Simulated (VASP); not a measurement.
Here is a VASP 6.6.1 calculation.

Contents of INCAR:

```
SYSTEM = HgTe
PREC = Accurate
ENCUT = 520
EDIFF = 1E-6
ISMEAR = -1
SIGMA = 0.05
LREAL = .False.
LASPH = .True.
NELM = 80
ALGO = Normal
ISIF = 2
LWAVE = .False.
LCHARG = .True.
GGA = PE
LELF = .True.
LVHAR = .True.
NBANDS = 16
```

File KPOINTS:

```
Automatic mesh
0
Gamma
  13 13 13
  0 0 0
```

POSCAR

```
HgTe
1.0
    0.0000000000      3.1799338486      3.1799338486
    3.1799338486      0.0000000000      3.1799338486
    3.1799338486      3.1799338486      0.0000000000
Hg Te
1 1
Direct
    0.0000000000      0.0000000000      0.0000000000
    0.2500000000      0.2500000000      0.2500000000
```

Potentials or basis: VASP PAW PBE potentials, release 64 (Hg, Te).

Launch:

```bash
$ cat potpaw_PBE.64/Hg/POTCAR potpaw_PBE.64/Te/POTCAR > POTCAR
$ mpirun -np 1 vasp_std > vasp.out
```

Task: Predict the pressure.

Result: 6.6 GPa.

Task: What does it give for the band gap on the k mesh?

Result: Zero (filled and empty bands touch).

Caveat: spin-orbit coupling is left out, which moves the levels of the heavy elements.
